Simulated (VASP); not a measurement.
# Ti in VASP: a series of runs

The runs below take Ti through single point, relaxation of cell and atoms, with r2SCAN.

All numbers are computed with VASP 6.6.1; they aren't measurements. Logs are shortened: lines on timing, memory, paths and dates and some standing lists are left out, and cuts for length are marked.

## 1. The cell of the first run

It takes space group Fmmm (No. 69, orthorhombic). The conventional cell has a = 3.757 Å, b = 4.024 Å, c = 9.778 Å, α = 90.00°, β = 90.00°, γ = 90.00°. Ti (site symmetry mm2) has 9 Ti at 2.71 to 2.94 Å within 3.6 Å.

## 2. Single point, r2SCAN

POSCAR reads:

```
Ti
1.0
    0.0000000000      2.0118141630      4.8891090682
    1.8786300365      0.0000000000      4.8891090682
    1.8786300365      2.0118141630      0.0000000000
Ti
2
Direct
    0.8495189022      0.8495189022      0.1504810978
    0.1504810978      0.1504810978      0.8495189022
```

INCAR.step1 reads:

```
SYSTEM = Ti
PREC = Accurate
ENCUT = 520
ISMEAR = 0
SIGMA = 0.1
LREAL = .FALSE.
LASPH = .TRUE.
NELM = 100
NBANDS = 19
GGA = PE
ALGO = Normal
EDIFF = 1E-4
LWAVE = .TRUE.
LCHARG = .FALSE.
```

INCAR.step2 reads:

```
SYSTEM = Ti
PREC = Accurate
ENCUT = 520
EDIFF = 1E-7
ISMEAR = 0
SIGMA = 0.1
LREAL = .FALSE.
LASPH = .TRUE.
NELM = 100
ALGO = Normal
ISIF = 2
LWAVE = .FALSE.
LCHARG = .TRUE.
METAGGA = R2SCAN
LMIXTAU = .TRUE.
LELF = .TRUE.
LVHAR = .TRUE.
NBANDS = 19
ISTART = 1
```

KPOINTS reads:

```
regular mesh
0
G
  6 6 6
  0 0 0
```

Potentials or basis: VASP PAW PBE potentials, release 64 (Ti_sv).

Started as:

```
$ cat potpaw_PBE.64/Ti_sv/POTCAR > POTCAR
$ cp INCAR.step1 INCAR
$ mpirun -np 1 vasp_std > vasp.out
$ cp INCAR.step2 INCAR
$ mpirun -np 1 vasp_std > vasp.out
```

OUTCAR:

```text
SYSTEM = Ti
   PREC = Accurate
   ENCUT = 520
   EDIFF = 1E-7
   ISMEAR = 0
   LREAL = .FALSE.
   LASPH = .TRUE.
   NELM = 100
   ISIF = 2
   METAGGA = R2SCAN
   ISTART = 1

 ion  position               nearest neighbor table
   1  0.850  0.850  0.150-   2 2.71   2 2.71   2 2.80   2 2.80
   2  0.150  0.150  0.850-   1 2.71   1 2.71   1 2.80   1 2.80

  LATTYP: Found a face centered orthorhombic cell.
 ALAT       =     3.7572600730
 B/A-ratio  =     1.0708942814
 C/A-ratio  =     2.6024863721

  Lattice vectors:

 A1 = (   0.0000000000,   2.0118141630,   4.8891090682)
 A2 = (   1.8786300365,   0.0000000000,   4.8891090682)
 A3 = (   1.8786300365,   2.0118141630,   0.0000000000)

Analysis of symmetry for initial positions (statically):
=====================================================================
 Subroutine PRICEL returns:
 Original cell was already a primitive cell.

 Routine SETGRP: Setting up the symmetry group for a
 face centered orthorhombic supercell.

 Subroutine GETGRP returns: Found  8 space group operations
 (whereof  8 operations were pure point group operations)
 out of a pool of  8 trial point group operations.

The static configuration has the point symmetry D_2h.

Analysis of symmetry for dynamics (positions and initial velocities):
=====================================================================
 Subroutine PRICEL returns:
 Original cell was already a primitive cell.

 Routine SETGRP: Setting up the symmetry group for a
 face centered orthorhombic supercell.

 Subroutine GETGRP returns: Found  8 space group operations
 (whereof  8 operations were pure point group operations)
 out of a pool of  8 trial point group operations.

The dynamic configuration has the point symmetry D_2h.

 Subroutine INISYM returns: Found  8 space group operations
 (whereof  8 operations are pure point group operations),
 and found     1 'primitive' translations

----------------------------------------------------------------------------------------

                                     Primitive cell

  volume of cell :      36.9563

  direct lattice vectors                    reciprocal lattice vectors
     0.000000000  2.011814163  4.889109068    -0.266151392  0.248531902  0.102268121
     1.878630036  0.000000000  4.889109068     0.266151392 -0.248531902  0.102268121
     1.878630036  2.011814163  0.000000000     0.266151392  0.248531902 -0.102268121

  length of vectors
     5.286850074  5.237617616  2.752570987     0.378237278  0.378237278  0.378237278

  position of ions in fractional coordinates (direct lattice)
     0.849518902  0.849518902  0.150481098
     0.150481098  0.150481098  0.849518902

  ion indices of the primitive-cell ions
   primitive index   ion index
                 1           1
                 2           2

----------------------------------------------------------------------------------------

 KPOINTS: regular mesh

Automatic generation of k-mesh.
 Grid dimensions read from file:
 generate k-points for:    6    6    6

 Generating k-lattice:

  Cartesian coordinates                     Fractional coordinates (reciprocal lattice)
    -0.044358565  0.041421984  0.017044687     0.166666667  0.000000000  0.000000000
     0.044358565 -0.041421984  0.017044687    -0.000000000  0.166666667 -0.000000000
     0.044358565  0.041421984 -0.017044687     0.000000000 -0.000000000  0.166666667

  Length of vectors
     0.063039546  0.063039546  0.063039546

  Shift w.r.t. Gamma in fractional coordinates (k-lattice)
     0.000000000  0.000000000  0.000000000

 Subroutine IBZKPT returns following result:
 ===========================================

 Found     46 irreducible k-points:

 Following reciprocal coordinates:
            Coordinates               Weight
  0.000000  0.000000  0.000000      1.000000
  0.166667  0.000000  0.000000      8.000000
  0.333333  0.000000  0.000000      8.000000
  0.500000  0.000000  0.000000      4.000000
  0.166667  0.166667  0.000000      2.000000
  0.333333  0.166667  0.000000      8.000000
[... 16 lines left out ...]
 -0.166667  0.166667  0.166667      8.000000
  0.500000  0.333333  0.166667      4.000000
 [... further k-points ...]
   k-points           NKPTS =     46   k-points in BZ     NKDIM =     46   number of bands    NBANDS=     19
   number of dos      NEDOS =    301   number of ions     NIONS =      2
   total plane-waves  NPLWV =  32000
   dimension x,y,z NGX =    40 NGY =   40 NGZ =   20
   dimension x,y,z NGXF=    80 NGYF=   80 NGZF=   40
   ions per type =               2
   NGX,Y,Z   is equivalent  to a cutoff of  12.58, 12.70, 12.08 a.u.
   NGXF,Y,Z  is equivalent  to a cutoff of  25.16, 25.39, 24.16 a.u.
 SYSTEM =  Ti
   PREC   = accura    normal or accurate (medium, high low for compatibility)
   ISTART =      1    job   : 0-new  1-cont  2-samecut
   ICHARG =      0    charge: 1-file 2-atom 10-const
   ISPIN  =      1    spin polarized calculation?
[... 82 lines left out ...]
     19      11.3455      0.00000

 k-point     3 :       0.3333    0.0000    0.0000
  band No.  band energies     occupation
      1     -51.3457      2.00000
      2     -51.2537      2.00000
      3     -26.9023      2.00000
      4     -26.8501      2.00000
      5     -26.4866      2.00000
      6     -26.2876      2.00000
[... 11 lines left out ...]
     18      10.9829      0.00000
     19      11.3813      0.00000

 k-point     4 :       0.5000    0.0000    0.0000
  band No.  band energies     occupation
      1     -51.2887      2.00000
      2     -51.2702      2.00000
      3     -26.9979      2.00000
      4     -26.9883      2.00000
      5     -26.4433      2.00000
      6     -26.3197      2.00000
[... 11 lines left out ...]
     18      10.9911      0.00000
     19      11.3319      0.00000

 k-point     5 :       0.1667    0.1667    0.0000
  band No.  band energies     occupation
      1     -51.4456      2.00000
      2     -51.2741      2.00000
      3     -26.8822      2.00000
      4     -26.4027      2.00000
      5     -26.3285      2.00000
      6     -26.2386      2.00000
[... 11 lines left out ...]
     18      11.0645      0.00000
     19      11.2086      0.00000

 k-point     6 :       0.3333    0.1667    0.0000
  band No.  band energies     occupation
      1     -51.4105      2.00000
      2     -51.2694      2.00000
      3     -26.8250      2.00000
      4     -26.5661      2.00000
      5     -26.3382      2.00000
      6     -26.3162      2.00000
[... 11 lines left out ...]
     18      11.2173      0.00000
     19      11.5180      0.00000

 k-point     7 :       0.5000    0.1667    0.0000
  band No.  band energies     occupation
      1     -51.3366      2.00000
      2     -51.2629      2.00000
      3     -26.8831      2.00000
      4     -26.8527      2.00000
      5     -26.4436      2.00000
      6     -26.3143      2.00000
[... 11 lines left out ...]
     18      10.8302      0.00000
     19      11.5518      0.00000

 k-point     8 :      -0.3333    0.1667   -0.0000
  band No.  band energies     occupation
      1     -51.2887      2.00000
      2     -51.2702      2.00000
      3     -27.0134      2.00000
      4     -26.9713      2.00000
      5     -26.4478      2.00000
      6     -26.3162      2.00000
[... 256 lines left out ...]
 k-point    20 :       0.3333    0.1667    0.1667
  band No.  band energies     occupation
      1     -51.3901      2.00000
      2     -51.2510      2.00000
      3     -26.8318      2.00000
      4     -26.5388      2.00000
      5     -26.4845      2.00000
      6     -26.3531      2.00000
[... 11 lines left out ...]
     18      10.9048      0.00000
     19      10.9820      0.00000

 k-point    21 :       0.5000    0.1667    0.1667
  band No.  band energies     occupation
      1     -51.3233      2.00000
      2     -51.2383      2.00000
      3     -26.8489      2.00000
      4     -26.8192      2.00000
      5     -26.4971      2.00000
      6     -26.4232      2.00000
[... 11 lines left out ...]
     18      10.8784      0.00000
     19      11.3430      0.00000

 k-point    22 :      -0.3333    0.1667    0.1667
  band No.  band energies     occupation
      1     -51.2687      2.00000
      2     -51.2520      2.00000
      3     -26.9703      2.00000
      4     -26.9469      2.00000
      5     -26.4578      2.00000
      6     -26.3705      2.00000
[... 11 lines left out ...]
     18      11.2634      0.00000
     19      12.5063      0.00000

 k-point    23 :      -0.1667    0.1667    0.1667
  band No.  band energies     occupation
      1     -51.3174      2.00000
      2     -51.2426      2.00000
      3     -26.8861      2.00000
      4     -26.8129      2.00000
      5     -26.4898      2.00000
      6     -26.4542      2.00000
[... 11 lines left out ...]
     18      10.7219      0.00000
     19      11.0892      0.00000

 k-point    24 :       0.5000    0.3333    0.1667
  band No.  band energies     occupation
      1     -51.3808      2.00000
      2     -51.2606      2.00000
      3     -26.7623      2.00000
      4     -26.5464      2.00000
      5     -26.5156      2.00000
      6     -26.3365      2.00000
[... 11 lines left out ...]
     18      10.9069      0.00000
     19      11.3925      0.00000

 [... further k-points ...]
[... 5 lines left out ...]
  --------------------------------------------------------------------------------------
  -------------------------------------------------------------------------------------
  Total        0.1060358      0.0358728      0.1442204     -0.0000000      0.0000000      0.0000000
  in kB        4.5969964      1.5552035      6.2524244     -0.0000000      0.0000000      0.0000000
  external PRESSURE =       4.1348748 kB  Pullay stress =       0.0000000 kB

 VOLUME and BASIS-vectors are now :
 -----------------------------------------------------------------------------
  energy-cutoff  :      520.00
  volume of cell :       36.96
      direct lattice vectors                 reciprocal lattice vectors
     0.000000000  2.011814163  4.889109068    -0.266151392  0.248531902  0.102268121
     1.878630036  0.000000000  4.889109068     0.266151392 -0.248531902  0.102268121
     1.878630036  2.011814163  0.000000000     0.266151392  0.248531902 -0.102268121

 POSITION                                       TOTAL-FORCE (eV/Angst)
 -----------------------------------------------------------------------------------
      1.87863      2.01181      8.30678         0.000000      0.000000      0.005601
      1.87863      2.01181      1.47144         0.000000      0.000000     -0.005601
 -----------------------------------------------------------------------------------
    total drift:                               -0.000000     -0.000000     -0.000000

  FREE ENERGIE OF THE ION-ELECTRON SYSTEM (eV)
  ---------------------------------------------------
  free  energy   TOTEN  =       -25.4084162256 eV

  energy  without entropy=      -25.4038127184  energy(sigma->0) =      -25.40611447
```

Wall time 1.7 min (1 thread of Intel Xeon Platinum 8488C (Sapphire Rapids), shared host); peak memory 0.19 GiB.

Results:

```
Free energy            : -25.4084 eV
Pressure               : 0.4 GPa
Largest force          : 0.006 eV/Å
Band gap on the k mesh : zero (band 12 reaches 7.76 eV, above the bottom of band 13 at 7.24 eV)
```

Forces in eV/Å, atoms in the order of the input:
```
Ti   0.000  0.000  0.006
Ti   0.000  0.000 -0.006
```

Stress tensor (GPa, compression positive):
```
0.46 0.00 0.00
0.00 0.16 0.00
0.00 0.00 0.63
```

Levels at points of the mesh, in eV from the Fermi level:
```tsv
k point	band 10	band 11	band 12	band 13	band 14	band 15
(0.00, 0.00, 0.00)	-2.61	-1.52	-0.51	-0.10	1.83	2.18
(0.50, 0.00, 0.00)	-2.21	-0.98	-0.07	0.43	1.21	1.64
(0.50, 0.50, 0.00)	-4.31	-1.70	-1.70	0.16	1.37	1.76
(0.50, 0.00, 0.50)	-2.08	-1.76	-0.71	1.15	1.73	2.91
(0.00, 0.50, 0.50)	-2.03	-1.39	-1.08	0.52	1.63	3.20
```

Caveat: the k points lie up to 0.40 Å⁻¹ apart; the PAW data sets were made with another functional, which shifts forces and pressure a little.

## 3. Relaxation of cell and atoms, r2SCAN

POSCAR is that of step 2.

INCAR.step1 reads:

```
PREC = Accurate
ENCUT = 600
ISMEAR = 0
SIGMA = 0.1
LREAL = False
LASPH = True
NELM = 100
GGA = PE
ALGO = Normal
EDIFF = 1E-4
LWAVE = True
LCHARG = False
```

INCAR.step2 reads:

```
PREC = Accurate
ENCUT = 600
EDIFF = 1E-6
ISMEAR = 0
SIGMA = 0.1
LREAL = False
LASPH = True
NELM = 100
ALGO = Normal
ISIF = 3
LWAVE = False
LCHARG = False
METAGGA = R2SCAN
LMIXTAU = True
IBRION = 2
NSW = 90
EDIFFG = -0.04
ISTART = 1
```

KPOINTS reads:

```
Automatic mesh
0
Gamma
  6 6 6
```

Potentials or basis: VASP PAW PBE potentials, release 64 (Ti_sv).

Started as:

```
$ cat potpaw_PBE.64/Ti_sv/POTCAR > POTCAR
$ cp INCAR.step1 INCAR
$ mpirun -np 1 vasp_std > vasp.out
$ cp INCAR.step2 INCAR
$ mpirun -np 1 vasp_std > vasp.out
```

Run time: 7 min. Hardware: 1 thread of Intel Xeon Platinum 8488C (Sapphire Rapids), shared host; peak memory 0.22 GiB.

The run converged. Its results:

- Free energy: -25.4083 eV
- Relaxed volume: 18.57 Å³/atom
- Relaxed cell: a = 5.298 Å, b = 5.250 Å, c = 2.756 Å, α = 75.83°, β = 73.88°, γ = 30.29°
- Space group after relaxing (to 0.05 Å): Fmmm (No. 69)
- Energy gained by relaxing: 0.2 meV/atom
- Ionic steps: 3
- Pressure after relaxing: 0.0 GPa
- Largest force after relaxing: 0.036 eV/Å
- Band gap on the k mesh: zero (band 12 reaches 7.71 eV, above the bottom of band 13 at 7.20 eV)

Forces on the atoms (eV/Å):
```
Ti   0.000  0.000 -0.036
Ti   0.000  0.000  0.036
```

Stress tensor (GPa, compression positive):
```
 0.08  0.00  0.00
 0.00 -0.22  0.00
 0.00  0.00  0.00
```

The path:
```tsv
step	energy change (eV)	largest force (eV/Å)	pressure (GPa)	volume (Å³)
1	0.0000	0.0039	0.45	36.96
2	-0.0002	0.0566	-0.32	37.23
3	-0.0003	0.0360	-0.05	37.14
```

Final structure:
```cif
data_structure
_symmetry_space_group_name_H-M 'P 1'
_symmetry_Int_Tables_number 1
_cell_length_a 5.2984
_cell_length_b 5.2499
_cell_length_c 2.7559
_cell_angle_alpha 75.830
_cell_angle_beta 73.884
_cell_angle_gamma 30.286
_cell_volume 37.14
loop_
_atom_site_label
_atom_site_type_symbol
_atom_site_fract_x
_atom_site_fract_y
_atom_site_fract_z
_atom_site_occupancy
Ti1 Ti 0.84953 0.84953 0.15047 1
Ti2 Ti 0.15047 0.15047 0.84953 1
```

Levels at points of the mesh, in eV from the Fermi level:
```csv
k point,band 10,band 11,band 12,band 13,band 14,band 15
"(0.00, 0.00, 0.00)",-2.60,-1.51,-0.52,-0.10,1.82,2.16
"(0.50, 0.00, 0.00)",-2.20,-0.98,-0.06,0.42,1.20,1.63
"(0.50, 0.50, 0.00)",-4.31,-1.69,-1.69,0.15,1.37,1.75
"(0.50, 0.00, 0.50)",-2.07,-1.75,-0.70,1.14,1.72,2.89
"(0.00, 0.50, 0.50)",-2.02,-1.38,-1.07,0.53,1.62,3.18
```

Caveat: the k points lie up to 0.40 Å⁻¹ apart in the final cell; the PAW data sets were made with another functional, which shifts forces and pressure a little.

## 4. Single point, r2SCAN

This run uses another cell than the first one: it holds 4 atoms, not 2.

POSCAR reads:

```
Ti
1.0
    1.4737940189     -4.8173684082      0.0000000000
    1.4737940189      4.8173684082      0.0000000000
    0.0000000000      0.0000000000      4.9235863763
Ti
4
Direct
    0.1353496647      0.8646503353      0.9999679917
    0.6353496647      0.3646503353      0.5000320083
    0.8646503353      0.1353496647      0.0000320083
    0.3646503353      0.6353496647      0.4999679917
```

INCAR.step1 reads:

```
  ALGO = Normal
  EDIFF = 1E-4
  ENCUT = 520
  GGA = PE
  ISMEAR = 0
  LASPH = True
  LCHARG = False
  LREAL = False
  LWAVE = True
  NBANDS = 32
  NELM = 100
  PREC = Accurate
  SIGMA = 0.1
```

INCAR.step2 reads:

```
  ALGO = Normal
  EDIFF = 1E-6
  ENCUT = 520
  ISIF = 2
  ISMEAR = 0
  ISTART = 1
  LASPH = True
  LCHARG = False
  LMIXTAU = True
  LREAL = False
  LWAVE = False
  METAGGA = R2SCAN
  NBANDS = 32
  NELM = 100
  PREC = Accurate
  SIGMA = 0.1
```

KPOINTS reads:

```
k-points
0
Gamma
  6 6 4
```

Started as:

```
$ cat potpaw_PBE.64/Ti_sv/POTCAR > POTCAR
$ cp INCAR.step1 INCAR
$ mpirun -np 1 vasp_std > vasp.out
$ cp INCAR.step2 INCAR
$ mpirun -np 1 vasp_std > vasp.out
```

Wall time 7.4 min (1 thread of Intel Xeon 6975P-C, shared host); peak memory 0.28 GiB.

Results (log left out):

```
Free energy            : -51.1400 eV
Pressure               : 0.2 GPa
Largest force          : 0.007 eV/Å
Band gap on the k mesh : zero (band 24 reaches 8.78 eV, above the bottom of band 25 at 7.67 eV)
```

Forces in eV/Å, atoms in the order of the input:
```
Ti   0.000 -0.007  0.002
Ti   0.000 -0.007 -0.002
Ti   0.000  0.007 -0.002
Ti   0.000  0.007  0.002
```

Stress tensor (GPa, compression positive):
```
0.07 0.00 0.00
0.00 0.17 0.00
0.00 0.00 0.29
```

Levels at points of the mesh, in eV from the Fermi level:
| k point | band 22 | band 23 | band 24 | band 25 | band 26 | band 27 |
| --- | --- | --- | --- | --- | --- | --- |
| (0.00, 0.00, 0.00) | -0.39 | 0.14 | 0.72 | 0.73 | 1.00 | 1.44 |
| (0.50, 0.00, 0.00) | -1.04 | -0.34 | -0.34 | -0.25 | -0.25 | 1.35 |
| (0.50, 0.50, 0.00) | -1.31 | -1.12 | 0.56 | 0.70 | 0.89 | 1.01 |
| (0.00, 0.00, 0.50) | -1.26 | -0.05 | -0.05 | 0.66 | 0.66 | 1.65 |
| (0.50, 0.00, 0.50) | -1.08 | -0.71 | -0.71 | 0.44 | 0.44 | 1.80 |
| (0.50, 0.50, 0.50) | -1.14 | 0.21 | 0.21 | 0.95 | 0.95 | 0.97 |

Caveat: the k points lie up to 0.37 Å⁻¹ apart; the PAW data sets were made with another functional, which shifts forces and pressure a little.

## 5. The runs side by side

```tsv
task	cell	k mesh	cutoff (eV)	gap on the mesh (eV)	pressure (GPa)	largest force (eV/Å)
single point	a = 5.287, b = 5.238, c = 2.753 Å, angles 75.8, 73.9, 30.3°, 2 atoms	6 × 6 × 6	520	none	0.4	0.01
relaxation of cell and atoms	relaxed from a = 5.287, b = 5.238, c = 2.753 Å, angles 75.8, 73.9, 30.3°, 2 atoms	6 × 6 × 6	600	none	0.0	0.04
single point	a = 5.038, b = 5.038, c = 4.924 Å, angles 90.0, 90.0, 146.0°, 4 atoms	6 × 6 × 4	520	none	0.2	0.01
```

Alike in all rows: level r2SCAN; potentials or basis VASP PAW PBE potentials, release 64 (Ti_sv); no spin polarisation; smearing gaussian 0.1 eV.

Caveats: all runs use coarse meshes; the PAW data sets were made with another functional, which shifts forces and pressure a little.

Absolute energies hang on the potentials; compare differences alone.
